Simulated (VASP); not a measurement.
# LiSi16 (a cell with a defect) in VASP: relaxation of the atoms with PBE+D3(BJ)

Aim: the relaxation of the atoms of LiSi16 (a cell with a defect) with PBE+D3(BJ).

All numbers are computed with VASP 6.6.1; they aren't measurements. Logs are shortened: lines on timing, memory, paths and dates and some standing lists are left out, and cuts for length are marked.

### 1 The cell of the first run

The cell holds a defect, 17 atoms: a = 7.679 Å, b = 7.679 Å, c = 7.679 Å, α = 60.00°, β = 60.00°, γ = 60.00°.

### 2 Relaxation of the atoms, PBE+D3(BJ)

Input file INCAR:

```
SYSTEM = LiSi16
ALGO = Normal ; EDIFF = 1E-6
EDIFFG = -0.03 ; ENCUT = 520
GGA = PE ; IBRION = 2
ISIF = 2 ; ISMEAR = -1
IVDW = 12 ; LASPH = .True.
LCHARG = .False. ; LREAL = Auto
LWAVE = .False. ; NELECT = 66.0
NELM = 60 ; NSW = 80
PREC = Accurate ; SIGMA = 0.05
```

Input file KPOINTS:

```
k-points
0
Gamma
  2 2 2
  0 0 0
```

Input file POSCAR:

```
LiSi16
1.0
    0.0000000000      5.4300000000      5.4300000000
    5.4300000000      0.0000000000      5.4300000000
    5.4300000000      5.4300000000      0.0000000000
Si Li
16 1
Direct
    0.0000000000      0.0000000000      0.0000000000
    0.1250000000      0.1250000000      0.1250000000
    0.0000000000      0.0000000000      0.5000000000
    0.1250000000      0.1250000000      0.6250000000
    0.0000000000      0.5000000000      0.0000000000
    0.1250000000      0.6250000000      0.1250000000
    0.0000000000      0.5000000000      0.5000000000
    0.1250000000      0.6250000000      0.6250000000
    0.5000000000      0.0000000000      0.0000000000
    0.6250000000      0.1250000000      0.1250000000
    0.5000000000      0.0000000000      0.5000000000
    0.6250000000      0.1250000000      0.6250000000
    0.5000000000      0.5000000000      0.0000000000
    0.6250000000      0.6250000000      0.1250000000
    0.5000000000      0.5000000000      0.5000000000
    0.6250000000      0.6250000000      0.6250000000
    0.0592174000      0.8070338000      0.3223060000
```

Potentials or basis: VASP PAW PBE potentials, release 64 (Si, Li_sv).

Run with:

```bash
$ cat potpaw_PBE.64/Si/POTCAR potpaw_PBE.64/Li_sv/POTCAR > POTCAR
$ mpirun -np 1 vasp_std > vasp.out
```

OUTCAR:

```text
SYSTEM = LiSi16
   EDIFF = 1E-6
   EDIFFG = -0.03
   ENCUT = 520
   GGA = PE
   IBRION = 2
   ISIF = 2
   ISMEAR = -1
   IVDW = 12
   LASPH = .True.
   LREAL = Auto
   NELECT = 66.0
   NELM = 60
   NSW = 80
   PREC = Accurate
 IVDW          = 12

 ion  position               nearest neighbor table
   1  0.000  0.000  0.000-  17 2.30   4 2.35   6 2.35  10 2.35   2 2.35
   2  0.125  0.125  0.125-  17 2.30   3 2.35   5 2.35   9 2.35   1 2.35
   3  0.000  0.000  0.500-  17 2.23   4 2.35   8 2.35  12 2.35   2 2.35
   4  0.125  0.125  0.625-   1 2.35   3 2.35   7 2.35  11 2.35
   5  0.000  0.500  0.000-   2 2.35   6 2.35   8 2.35  14 2.35
   6  0.125  0.625  0.125-  17 2.27   5 2.35   7 2.35  13 2.35   1 2.35
   7  0.000  0.500  0.500-  17 2.21   6 2.35   8 2.35  16 2.35   4 2.35
   8  0.125  0.625  0.625-  17 2.20   5 2.35   7 2.35  15 2.35   3 2.35
   9  0.500  0.000  0.000-   2 2.35  10 2.35  12 2.35  14 2.35
  10  0.625  0.125  0.125-   1 2.35   9 2.35  11 2.35  13 2.35
  11  0.500  0.000  0.500-   4 2.35  10 2.35  12 2.35  16 2.35
  12  0.625  0.125  0.625-   3 2.35   9 2.35  11 2.35  15 2.35
  13  0.500  0.500  0.000-   6 2.35  10 2.35  14 2.35  16 2.35
  14  0.625  0.625  0.125-   5 2.35   9 2.35  13 2.35  15 2.35
  15  0.500  0.500  0.500-   8 2.35  12 2.35  14 2.35  16 2.35
  16  0.625  0.625  0.625-   7 2.35  11 2.35  13 2.35  15 2.35
  17  0.059  0.807  0.322-   8 2.20   7 2.21   3 2.23   6 2.27   2 2.30   1 2.30

  LATTYP: Found a face centered cubic cell.
 ALAT       =    10.8600000000

  Lattice vectors:

 A1 = (   0.0000000000,   5.4300000000,   5.4300000000)
 A2 = (   5.4300000000,   0.0000000000,   5.4300000000)
 A3 = (   5.4300000000,   5.4300000000,   0.0000000000)

Analysis of symmetry for initial positions (statically):
=====================================================================
 Subroutine PRICEL returns:
 Original cell was already a primitive cell.

 Routine SETGRP: Setting up the symmetry group for a
 face centered cubic supercell.

 Subroutine GETGRP returns: Found  1 space group operations
 (whereof  1 operations were pure point group operations)
 out of a pool of 48 trial point group operations.

The static configuration has the point symmetry C_1 .

Analysis of symmetry for dynamics (positions and initial velocities):
=====================================================================
 Subroutine PRICEL returns:
 Original cell was already a primitive cell.

 Routine SETGRP: Setting up the symmetry group for a
 face centered cubic supercell.

 Subroutine GETGRP returns: Found  1 space group operations
 (whereof  1 operations were pure point group operations)
 out of a pool of 48 trial point group operations.

The dynamic configuration has the point symmetry C_1 .

[... 103 lines left out ...]
   ISTART =      0    job   : 0-new  1-cont  2-samecut
   ICHARG =      2    charge: 1-file 2-atom 10-const
   ISPIN  =      1    spin polarized calculation?
   LNONCOLLINEAR =      F non collinear calculations
   LSORBIT =      F    spin-orbit coupling
   LASPH  =      T    aspherical Exc in radial PAW
   ENCUT  =  520.0 eV  38.22 Ry    6.18 a.u.  14.28 14.28 14.28*2*pi/ulx,y,z
   NELM   =     60;   NELMIN=  2; NELMDL= -5     # of ELM steps
   EDIFF  = 0.1E-05   stopping-criterion for ELM
   LREAL  =      T    real-space projection
   EDIFFG = -.3E-01   stopping-criterion for IOM
   NSW    =     80    number of steps for IOM
   IBRION =      2    ionic relax: 0-MD 1-quasi-New 2-CG
   NFREE  =      1    steps in history (QN), initial steepest desc. (CG)
   ISIF   =      2    stress and relaxation
   ISYM   =      2    0-nonsym 1-usesym 2-fastsym
   POTIM  = 0.5000    time-step for ionic-motion
   TEBEG  =    0.0;   TEEND  =   0.0 temperature during run
   PSTRESS=    0.0 pullay stress
   NELECT =      66.0000    total number of electrons
   NUPDOWN=      -1.0000    fix difference up-down
   EMIN   =  10.00;   EMAX   =-10.00  energy-range for DOS
   EFERMI =   0.00;   METHOD = LEGACY
   ISMEAR =    -1;   SIGMA  =   0.05  broadening in eV -4-tet -1-fermi 0-gaus
   EFERMI_NEDOS =   21; number of points for ismear=-14 and -15
   IALGO  =     38    algorithm
   IMIX   =      4    mixing-type and parameters
     AMIX     =   0.40;   BMIX     =  1.00
     AMIX_MAG =   1.60;   BMIX_MAG =  1.00
  volume/ion in A,a.u.               =      18.84       127.11
  Fermi-wavevector in a.u.,A,eV,Ry     =   0.967044  1.827449 12.723821  0.935174
  Thomas-Fermi vector in A             =   2.096897
   LORBIT       =      0    0 simple, 1 ext, 2 COOP (PROOUT), +10 PAW based schemes
   GGA     = PE    functional components
   LHFCALC =     F    Hartree Fock is set to
   AEXX    =    0.0000 exact exchange contribution
   IVDW    =    12    specifies the selected vdW correction
   LEPSILON=     F    determine dielectric tensor
   LRPA    =     F    only Hartree local field effects (RPA)
 conjugate gradient relaxation of ions
 non-spin polarized calculation
  energy-cutoff  :      520.00
  volume of cell :      320.21
 maximum number of plane-waves:      8646
 NGX is ok and might be reduce to    60
   NGX = 29   NGY = 29   NGZ = 29

--------------------------------------- Ionic step        1  -------------------------------------------

 number of electron      66.0000003 magnetization

 Free energy of the ion-electron system (eV)
  ---------------------------------------------------
  ext. energy  EPLUGINS =         0.00000000
  ---------------------------------------------------
  free energy    TOTEN  =       -92.50975021 eV

  energy without entropy =      -92.48841109  energy(sigma->0) =      -92.49908065

------------------------ aborting loop because EDIFF is reached ----------------------------------------

 Edisp (eV)   -5.46243

 E8    (eV) :    -2.2640
[... 150 lines left out ...]
  FREE ENERGIE OF THE ION-ELECTRON SYSTEM (eV)
  ---------------------------------------------------
  free  energy   TOTEN  =       -98.2878491974 eV

  energy  without entropy=      -98.2768169866  energy(sigma->0) =      -98.28233309

[... ionic steps 4 to 47 ...]

--------------------------------------- Ionic step       48  -------------------------------------------

 number of electron      66.0000001 magnetization

------------------------ aborting loop because EDIFF is reached ----------------------------------------
[... 105 lines left out ...]
--------------------------------------- Ionic step       50  -------------------------------------------

 number of electron      66.0000000 magnetization

 Free energy of the ion-electron system (eV)
  ---------------------------------------------------
  ext. energy  EPLUGINS =         0.00000000
  ---------------------------------------------------
  free energy    TOTEN  =       -93.51426003 eV

  energy without entropy =      -93.51327402  energy(sigma->0) =      -93.51376703

 E-fermi :   6.3586     XC(G=0):  -9.4410

 val. band max:        6.0428169760   @ k =   0.0000   0.0000   0.0000
 cond. band min:       6.6833414466   @ k =   0.0000   0.0000   0.0000
 fundamental gap:      0.6405244705
 Fermi energy:         6.3586445003

 k-point     1 :       0.0000    0.0000    0.0000
  band No.  band energies     occupation
      1     -40.3801      2.00000
      2      -5.9237      2.00000
      3      -3.6721      2.00000
      4      -3.6124      2.00000
      5      -3.6118      2.00000
      6      -3.6112      2.00000
[... 397 lines left out ...]
  FREE ENERGIE OF THE ION-ELECTRON SYSTEM (eV)
  ---------------------------------------------------
  free  energy   TOTEN  =       -98.9697306698 eV

  energy  without entropy=      -98.9687446598  energy(sigma->0) =      -98.96923766

 reached required accuracy - stopping structural energy minimisation
```

CONTCAR:

```text
LiSi16
   1.00000000000000
     0.0000000000000000    5.4299999999999997    5.4299999999999997
     5.4299999999999997    0.0000000000000000    5.4299999999999997
     5.4299999999999997    5.4299999999999997    0.0000000000000000
  Si              Li
    16     1
Direct
     0.0125795014812990    0.9985455261110238    0.9901127951481887
     0.1383237713119348    0.1218832674101517    0.1201772522903003
     0.0127257072280149    0.9981430977002530    0.4993293997340504
     0.1347256332900928    0.1217812504837807    0.6218883484217820
     0.0104262088304360    0.4957856803671554    0.9974796293854701
     0.1382681897154047    0.6193760888979334    0.1199519942441519
[... 9 lines left out ...]
     0.6333076293045512    0.6197304001753254    0.6238953587426569
     0.8838690480596106    0.8715634198555788    0.3724048815237332

  0.00000000E+00  0.00000000E+00  0.00000000E+00
  0.00000000E+00  0.00000000E+00  0.00000000E+00
  0.00000000E+00  0.00000000E+00  0.00000000E+00
  0.00000000E+00  0.00000000E+00  0.00000000E+00
  0.00000000E+00  0.00000000E+00  0.00000000E+00
  0.00000000E+00  0.00000000E+00  0.00000000E+00
[... 9 lines left out ...]
  0.00000000E+00  0.00000000E+00  0.00000000E+00
  0.00000000E+00  0.00000000E+00  0.00000000E+00
```

Run time: 1.6 h. Hardware: 1 thread of Intel Xeon Platinum 8259CL at 2.50GHz (Skylake/Cascade Lake), shared host; peak memory 0.55 GiB.

Results:

| Quantity | Value |
| --- | --- |
| Free energy | -98.9697 eV |
| Energy gained by relaxing | 58.7 meV/atom |
| Ionic steps | 50 |
| Largest force after relaxing | 0.022 eV/Å |
| Dispersion energy per atom | -0.321 eV |

Forces in eV/Å, atoms in the order of the input:
```
Si  -0.003  0.007  0.001
Si   0.006 -0.006  0.008
Si  -0.005  0.003  0.003
Si   0.004  0.000 -0.011
Si   0.008 -0.011 -0.005
Si  -0.004 -0.001 -0.007
Si  -0.006  0.003  0.001
Si   0.000 -0.001 -0.005
Si   0.009 -0.002 -0.002
Si  -0.001  0.007  0.004
Si  -0.004  0.008 -0.001
Si  -0.002 -0.002  0.005
Si   0.003 -0.004 -0.008
Si   0.001 -0.008  0.000
Si   0.009 -0.002 -0.007
Si  -0.007  0.003  0.003
Li  -0.007  0.008  0.019
```

The path:
```
step  energy change (eV)  largest force (eV/Å)  pressure (GPa)
   1              0.0000                1.6428           -2.39
   3             -0.3157                0.4540           -2.52
   5             -0.3381                0.2547           -2.55
   7             -0.3641                0.2565           -2.64
   9             -0.3961                0.2045           -2.73
  11             -0.4030                0.2177           -2.81
  13             -0.4187                0.2449           -2.97
  15             -0.4306                0.3330           -3.10
  17             -0.4455                0.4402           -3.19
  19             -0.4755                0.7077           -3.68
  21             -0.4823                0.6975           -3.58
  23             -0.5130                0.6818           -3.79
  25             -0.5211                0.6206           -3.91
  27             -0.5938                0.5376           -4.00
  29             -0.6676                0.3797           -4.09
  31             -0.7422                0.4870           -3.99
  33             -0.8181                1.1186           -3.55
  35             -0.8689                0.6172           -3.63
  37             -0.9212                0.5013           -3.49
  39             -0.9610                0.3664           -3.45
  41             -0.9885                0.1130           -3.46
  43             -0.9923                0.1200           -3.46
  45             -0.9954                0.1205           -3.45
  47             -0.9969                0.0534           -3.45
  49             -0.9974                0.0337           -3.45
  50             -0.9976                0.0221           -3.45
```

Final structure:
```yaml
crystal:
  lattice:
    - [0.00000, 5.43000, 5.43000]
    - [5.43000, 0.00000, 5.43000]
    - [5.43000, 5.43000, 0.00000]
  atoms:
    - { symbol: Si, position: [0.01258, 0.99855, 0.99011] }
    - { symbol: Si, position: [0.13832, 0.12188, 0.12018] }
    - { symbol: Si, position: [0.01273, 0.99814, 0.49933] }
    - { symbol: Si, position: [0.13473, 0.12178, 0.62189] }
    - { symbol: Si, position: [0.01043, 0.49579, 0.99748] }
    - { symbol: Si, position: [0.13827, 0.61938, 0.11995] }
    - { symbol: Si, position: [0.01267, 0.48988, 0.49921] }
    - { symbol: Si, position: [0.13834, 0.61904, 0.62355] }
    - { symbol: Si, position: [0.51221, 0.99256, 0.99777] }
    - { symbol: Si, position: [0.63329, 0.12322, 0.11984] }
    - { symbol: Si, position: [0.50273, 0.99909, 0.49913] }
    - { symbol: Si, position: [0.63347, 0.12278, 0.62401] }
    - { symbol: Si, position: [0.51218, 0.49705, 0.99768] }
    - { symbol: Si, position: [0.63781, 0.61997, 0.12169] }
    - { symbol: Si, position: [0.51228, 0.49662, 0.49418] }
    - { symbol: Si, position: [0.63331, 0.61973, 0.62390] }
    - { symbol: Li, position: [0.88387, 0.87156, 0.37240] }
```

Levels at points of the mesh, in eV from the Fermi level:
```csv
k point,band 29,band 30,band 31,band 32,band 33,band 34,band 35,band 36,band 37,band 38
"(0.00, 0.00, 0.00)",-1.45,-1.44,-0.32,-0.32,-0.32,0.32,0.33,0.33,0.40,0.40
"(0.50, 0.00, 0.00)",-2.43,-1.13,-1.13,-1.05,-1.04,0.87,1.09,1.09,1.27,1.27
"(0.00, 0.50, 0.00)",-2.42,-1.14,-1.14,-1.04,-1.04,0.88,1.08,1.08,1.27,1.28
"(0.00, 0.00, 0.50)",-2.42,-1.14,-1.13,-1.04,-1.04,0.88,1.08,1.08,1.27,1.28
"(0.50, 0.50, 0.50)",-2.42,-1.14,-1.13,-1.04,-1.04,0.88,1.08,1.08,1.27,1.28
"(0.50, 0.50, 0.00)",-2.22,-1.68,-1.68,-1.63,-1.59,0.75,0.82,1.87,1.99,1.99
"(0.00, 0.50, 0.50)",-2.22,-1.68,-1.68,-1.63,-1.59,0.75,0.82,1.87,1.99,1.99
"(0.50, 0.00, 0.50)",-2.22,-1.68,-1.68,-1.63,-1.59,0.75,0.82,1.87,1.99,1.99
```

Caveat: the k points lie up to 0.50 Å⁻¹ apart; the cell carries a net charge on a neutralising background, which shifts energy and pressure; the cell is charged against a uniform background, so pressure and absolute levels hang on convention; the cutoff is under 1.25 times the usual one of these potentials, so pressure, stress and relaxed cells hold a basis-set (Pulay) error.
